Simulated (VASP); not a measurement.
# C in VASP: single point with PBE+D3(BJ)

Aim: the single point of C with PBE+D3(BJ).

Everything below comes from runs of VASP 6.6.1. Logs are shortened: lines on timing, memory, paths and dates and some standing lists are left out, and cuts for length are marked.

### 1 The cell of the first run

The cell holds a slab with vacuum, 4 atoms: a = 2.466 Å, b = 2.466 Å, c = 17.500 Å, α = 90.00°, β = 90.00°, γ = 120.00°.

### 2 Single point, PBE+D3(BJ) (layers slid over each other)

INCAR reads:

```
PREC = Accurate
ENCUT = 520
EDIFF = 1E-7
ISMEAR = 0
SIGMA = 0.1
LREAL = F
LASPH = T
NELM = 80
ALGO = Normal
ISIF = 2
LWAVE = F
LCHARG = F
LDIPOL = T
IDIPOL = 3
DIPOL = 0.5 0.5 0.335
GGA = PE
IVDW = 12
NBANDS = 16
```

KPOINTS reads:

```
regular mesh
0
Gamma
  15 15 1
```

POSCAR reads:

```
C
1.0
    2.4657005876      0.0000000000      0.0000000000
   -1.2328502938      2.1353593470      0.0000000000
    0.0000000000      0.0000000000     17.5000000000
C
4
Direct
    0.3333333333      0.6666666667      0.2571428571
    0.6666666667      0.3333333333      0.2571428571
    0.6666666667      0.3333333333      0.4120000000
    0.3333333333      0.6666666667      0.4120000000
```

Potentials or basis: VASP PAW PBE potentials, release 64 (C).

Command:

```sh
cat potpaw_PBE.64/C/POTCAR > POTCAR
mpirun -np 1 vasp_std > vasp.out
```

OUTCAR:

```text
PREC = Accurate
   ENCUT = 520
   EDIFF = 1E-7
   ISMEAR = 0
   LREAL = F
   LASPH = T
   NELM = 80
   ISIF = 2
   GGA = PE
   IVDW = 12
 IVDW          = 12

 ion  position               nearest neighbor table
   1  0.333  0.667  0.257-   2 1.42   2 1.42   2 1.42
   2  0.667  0.333  0.257-   1 1.42   1 1.42   1 1.42
   3  0.667  0.333  0.412-   4 1.42   4 1.42   4 1.42
   4  0.333  0.667  0.412-   3 1.42   3 1.42   3 1.42

  LATTYP: Found a hexagonal cell.
 ALAT       =     2.4657005876
 C/A-ratio  =     7.0973743073

  Lattice vectors:

 A1 = (   2.4657005876,   0.0000000000,   0.0000000000)
 A2 = (  -1.2328502938,   2.1353593470,   0.0000000000)
 A3 = (   0.0000000000,   0.0000000000,  17.5000000000)

Analysis of symmetry for initial positions (statically):
=====================================================================
 Subroutine PRICEL returns:
 Original cell was already a primitive cell.

 Routine SETGRP: Setting up the symmetry group for a
 hexagonal supercell.

 Subroutine GETGRP returns: Found 24 space group operations
 (whereof 12 operations were pure point group operations)
 out of a pool of 24 trial point group operations.

The static configuration has the point symmetry C_6v.
 The point group associated with its full space group is D_6h.

Analysis of symmetry for dynamics (positions and initial velocities):
=====================================================================
 Subroutine PRICEL returns:
 Original cell was already a primitive cell.

 Routine SETGRP: Setting up the symmetry group for a
 hexagonal supercell.

 Subroutine GETGRP returns: Found 24 space group operations
 (whereof 12 operations were pure point group operations)
 out of a pool of 24 trial point group operations.

The dynamic configuration has the point symmetry C_6v.
 The point group associated with its full space group is D_6h.

 Subroutine INISYM returns: Found 24 space group operations
 (whereof 12 operations are pure point group operations),
 and found     1 'primitive' translations

----------------------------------------------------------------------------------------

                                     Primitive cell

  volume of cell :      92.1402

  direct lattice vectors                    reciprocal lattice vectors
     2.465700588  0.000000000  0.000000000     0.405564246  0.234152627  0.000000000
    -1.232850294  2.135359347  0.000000000     0.000000000  0.468305253  0.000000000
     0.000000000  0.000000000 17.500000000     0.000000000  0.000000000  0.057142857

  length of vectors
     2.465700588  2.465700588 17.500000000     0.468305253  0.468305253  0.057142857

  position of ions in fractional coordinates (direct lattice)
     0.333333333  0.666666667  0.257142857
     0.666666667  0.333333333  0.257142857
     0.666666667  0.333333333  0.412000000
     0.333333333  0.666666667  0.412000000

  ion indices of the primitive-cell ions
   primitive index   ion index
                 1           1
                 2           2
                 3           3
                 4           4

----------------------------------------------------------------------------------------

 KPOINTS: regular mesh

Automatic generation of k-mesh.
 Grid dimensions read from file:
 generate k-points for:   15   15    1

 Generating k-lattice:

  Cartesian coordinates                     Fractional coordinates (reciprocal lattice)
     0.027037616  0.015610175  0.000000000     0.066666667  0.000000000  0.000000000
     0.000000000  0.031220350  0.000000000     0.000000000  0.066666667  0.000000000
     0.000000000  0.000000000  0.057142857     0.000000000  0.000000000  1.000000000

  Length of vectors
     0.031220350  0.031220350  0.057142857

  Shift w.r.t. Gamma in fractional coordinates (k-lattice)
     0.000000000  0.000000000  0.000000000

 Subroutine IBZKPT returns following result:
 ===========================================

 Found     27 irreducible k-points:

 Following reciprocal coordinates:
            Coordinates               Weight
  0.000000  0.000000  0.000000      1.000000
  0.066667  0.000000  0.000000      6.000000
  0.133333  0.000000  0.000000      6.000000
  0.200000  0.000000  0.000000      6.000000
  0.266667  0.000000  0.000000      6.000000
  0.333333  0.000000  0.000000      6.000000
[... 16 lines left out ...]
  0.333333  0.200000  0.000000     12.000000
  0.400000  0.200000  0.000000      6.000000
 [... further k-points ...]
   k-points           NKPTS =     27   k-points in BZ     NKDIM =     27   number of bands    NBANDS=     16
   number of dos      NEDOS =    301   number of ions     NIONS =      4
   total plane-waves  NPLWV =  45360
   dimension x,y,z NGX =    18 NGY =   18 NGZ =  140
   dimension x,y,z NGXF=    36 NGYF=   36 NGZF=  280
   ions per type =               4
   NGX,Y,Z   is equivalent  to a cutoff of  12.14, 12.14, 13.30 a.u.
   NGXF,Y,Z  is equivalent  to a cutoff of  24.27, 24.27, 26.60 a.u.
 SYSTEM =  unknown system
   PREC   = accura    normal or accurate (medium, high low for compatibility)
   ISTART =      0    job   : 0-new  1-cont  2-samecut
   ICHARG =      2    charge: 1-file 2-atom 10-const
   ISPIN  =      1    spin polarized calculation?
   LNONCOLLINEAR =      F non collinear calculations
   LSORBIT =      F    spin-orbit coupling
   LASPH  =      T    aspherical Exc in radial PAW
   ENCUT  =  520.0 eV  38.22 Ry    6.18 a.u.   4.58  4.58 32.54*2*pi/ulx,y,z
   NELM   =     80;   NELMIN=  2; NELMDL= -5     # of ELM steps
   EDIFF  = 0.1E-06   stopping-criterion for ELM
   LREAL  =      F    real-space projection
   EDIFFG = 0.1E-05   stopping-criterion for IOM
   NSW    =      0    number of steps for IOM
   IBRION =     -1    ionic relax: 0-MD 1-quasi-New 2-CG
   NFREE  =      0    steps in history (QN), initial steepest desc. (CG)
   ISIF   =      2    stress and relaxation
   ISYM   =      2    0-nonsym 1-usesym 2-fastsym
   POTIM  = 0.5000    time-step for ionic-motion
   TEBEG  =    0.0;   TEEND  =   0.0 temperature during run
   PSTRESS=    0.0 pullay stress
   NELECT =      16.0000    total number of electrons
   NUPDOWN=      -1.0000    fix difference up-down
   EMIN   =  10.00;   EMAX   =-10.00  energy-range for DOS
   EFERMI =   0.00;   METHOD = LEGACY
   ISMEAR =     0;   SIGMA  =   0.10  broadening in eV -4-tet -1-fermi 0-gaus
   EFERMI_NEDOS =   21; number of points for ismear=-14 and -15
   IALGO  =     38    algorithm
   IMIX   =      4    mixing-type and parameters
     AMIX     =   0.40;   BMIX     =  1.00
     AMIX_MAG =   1.60;   BMIX_MAG =  1.00
  volume/ion in A,a.u.               =      23.04       155.45
  Fermi-wavevector in a.u.,A,eV,Ry     =   0.913338  1.725959 11.349803  0.834187
  Thomas-Fermi vector in A             =   2.037838
   LORBIT       =      0    0 simple, 1 ext, 2 COOP (PROOUT), +10 PAW based schemes
   GGA     = PE    functional components
   LHFCALC =     F    Hartree Fock is set to
   AEXX    =    0.0000 exact exchange contribution
   IVDW    =    12    specifies the selected vdW correction
   LEPSILON=     F    determine dielectric tensor
   LRPA    =     F    only Hartree local field effects (RPA)
 non-spin polarized calculation
 Gauss-broadening in eV      SIGMA  =   0.10
  energy-cutoff  :      520.00
  volume of cell :       92.14
 maximum number of plane-waves:      2521
   NGX =  9   NGY =  9   NGZ = 65

 dipolmoment           0.000000      0.000000      0.000208 electrons x Angstroem

 number of electron      15.9999996 magnetization

 dipolmoment           0.000000      0.000000     -0.000000 electrons x Angstroem

 Free energy of the ion-electron system (eV)
  ---------------------------------------------------
  ext. energy  EPLUGINS =         0.00000000
  ---------------------------------------------------
  free energy    TOTEN  =       -36.40355254 eV

  energy without entropy =      -36.39834887  energy(sigma->0) =      -36.40095071

 E-fermi :  -0.9270     XC(G=0):  -4.2805

 val. band max:       -0.9652016407   @ k =   0.3333   0.2667   0.0000
 cond. band min:      -0.8888330385   @ k =   0.3333   0.2667   0.0000
 fundamental gap:      0.0763686022
 Fermi energy:        -0.9270248347

 k-point     1 :       0.0000    0.0000    0.0000
  band No.  band energies     occupation
      1     -20.8394      2.00000
      2     -20.1646      2.00000
      3      -9.7186      2.00000
      4      -7.2165      2.00000
      5      -4.0409      2.00000
      6      -4.0409      2.00000
[... 8 lines left out ...]
     15       7.2235      0.00000
     16       7.5018      0.00000

 k-point     2 :       0.0667    0.0000    0.0000
  band No.  band energies     occupation
      1     -20.7325      2.00000
      2     -20.0609      2.00000
      3      -9.5917      2.00000
      4      -7.0951      2.00000
      5      -4.4772      2.00000
      6      -4.3219      2.00000
[... 8 lines left out ...]
     15       7.5647      0.00000
     16       7.6780      0.00000

 k-point     3 :       0.1333    0.0000    0.0000
  band No.  band energies     occupation
      1     -20.4127      2.00000
      2     -19.7503      2.00000
      3      -9.2129      2.00000
      4      -6.7335      2.00000
      5      -5.6332      2.00000
      6      -5.4301      2.00000
[... 8 lines left out ...]
     15       7.6201      0.00000
     16       8.4140      0.00000
[... 362 lines left out ...]
 k-point    23 :       0.3333    0.2000    0.0000
  band No.  band energies     occupation
      1     -15.8353      2.00000
      2     -15.2979      2.00000
      3     -12.8220      2.00000
      4     -12.3905      2.00000
      5      -9.8075      2.00000
      6      -9.5119      2.00000
[... 8 lines left out ...]
     15      10.3600      0.00000
     16      11.0983      0.00000

 k-point    24 :       0.4000    0.2000    0.0000
  band No.  band energies     occupation
      1     -14.9032      2.00000
      2     -14.3744      2.00000
      3     -13.8656      2.00000
      4     -13.4218      2.00000
      5      -9.9421      2.00000
      6      -9.6431      2.00000
[... 8 lines left out ...]
     15      11.2538      0.00000
     16      11.5549      0.00000

 [... further k-points ...]

------------------------ aborting loop because EDIFF is reached ----------------------------------------

 vacuum level on the upper side and lower side of the slab       (xc-potential included)        -0.061        -0.061

 Edisp (eV)   -0.54477

 E8    (eV) :    -0.1665

  FORCE on cell =-STRESS in cart. coord.  units (eV):
  Direction    XX          YY          ZZ          XY          YZ          ZX
  --------------------------------------------------------------------------------------
  -------------------------------------------------------------------------------------
  Total      -0.24915    -0.24915     3.92290    -0.00000     0.00000     0.00000
  in kB      -4.33233    -4.33233    68.21320    -0.00000     0.00000     0.00000
  external pressure =       19.85 kB  Pullay stress =        0.00 kB

 VOLUME and BASIS-vectors are now :
 -----------------------------------------------------------------------------
  energy-cutoff  :      520.00
  volume of cell :       92.14
      direct lattice vectors                 reciprocal lattice vectors
     2.465700588  0.000000000  0.000000000     0.405564246  0.234152627  0.000000000
    -1.232850294  2.135359347  0.000000000     0.000000000  0.468305253  0.000000000
     0.000000000  0.000000000 17.500000000     0.000000000  0.000000000  0.057142857

 POSITION                                       TOTAL-FORCE (eV/Angst)
 -----------------------------------------------------------------------------------
     -0.00000      1.42357      4.50000         0.000000      0.000000     -0.728446
      1.23285      0.71179      4.50000         0.000000      0.000000     -0.728446
      1.23285      0.71179      7.21000        -0.000000     -0.000000      0.728446
     -0.00000      1.42357      7.21000        -0.000000      0.000000      0.728446
 -----------------------------------------------------------------------------------
    total drift:                                0.000000      0.000000     -0.000027

  FREE ENERGIE OF THE ION-ELECTRON SYSTEM (eV)
  ---------------------------------------------------
  free  energy   TOTEN  =       -36.9483225633 eV

  energy  without entropy=      -36.9431188923  energy(sigma->0) =      -36.94572073

 vacuum level on the upper side and lower side of the slab         3.454         3.454
```

Run time: 82 s. Hardware: 1 thread of Intel Xeon 8259CL, shared host; peak memory 0.21 GiB.

What came out:

- Free energy: -36.9483 eV
- Largest force: 0.728 eV/Å
- Dispersion energy per atom: -0.136 eV

Forces in eV/Å, atoms in the order of the input:
```
C    0.000  0.000 -0.728
C    0.000  0.000 -0.728
C    0.000  0.000  0.728
C    0.000  0.000  0.728
```

Caveat: the cell differs from its parent crystal (layers slid over each other).
